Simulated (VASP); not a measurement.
Here is a VASP 6.6.1 calculation.

Contents of INCAR:

```
ALGO = Normal
EDIFF = 1E-7
ENCUT = 520
GGA = PE
ISIF = 2
ISMEAR = 0
LASPH = T
LCHARG = F
LREAL = F
LWAVE = F
NBANDS = 36
NELM = 100
PREC = Accurate
SIGMA = 0.1
```

File KPOINTS:

```
k-points
0
Gamma
  6 6 6
```

POSCAR

```
Ga4P
1.0
   -2.2682166000      2.2682166000      4.2886220300
    2.2682166000     -2.2682166000      4.2886220300
    2.2682166000      2.2682166000     -4.2886220300
Ga P
4 1
Direct
    0.2450000000      0.2450000000      0.0000000000
    0.7550000000      0.7550000000      0.0000000000
    0.5000000000      0.0000000000      0.5000000000
    0.0000000000      0.5000000000      0.5000000000
    0.0000000000      0.0000000000      0.0000000000
```

Potentials or basis: VASP PAW PBE potentials, release 64 (Ga_d, P).

Command:

```bash
$ cat potpaw_PBE.64/Ga_d/POTCAR potpaw_PBE.64/P/POTCAR > POTCAR
$ mpirun -np 1 vasp_std > vasp.out
```

Question: Predict the largest force.

Answer: 4.850 eV/Å.

Question: What does it give for the pressure?

Answer: 18.6 GPa.

Question: Predict the band gap on the k mesh.

Answer: Zero (an odd number of electrons rules out a gap without spin polarisation).

Forces in eV/Å, atoms in the order of the input:
```
Ga   0.000  0.000  4.850
Ga   0.000  0.000 -4.850
Ga   0.000  0.000  0.000
Ga   0.000  0.000  0.000
P    0.000  0.000  0.000
```

Caveat: the cell stands under pressure; forces of over 1 eV/Å act on the atoms, so gaps and moduli don't describe the material at rest.
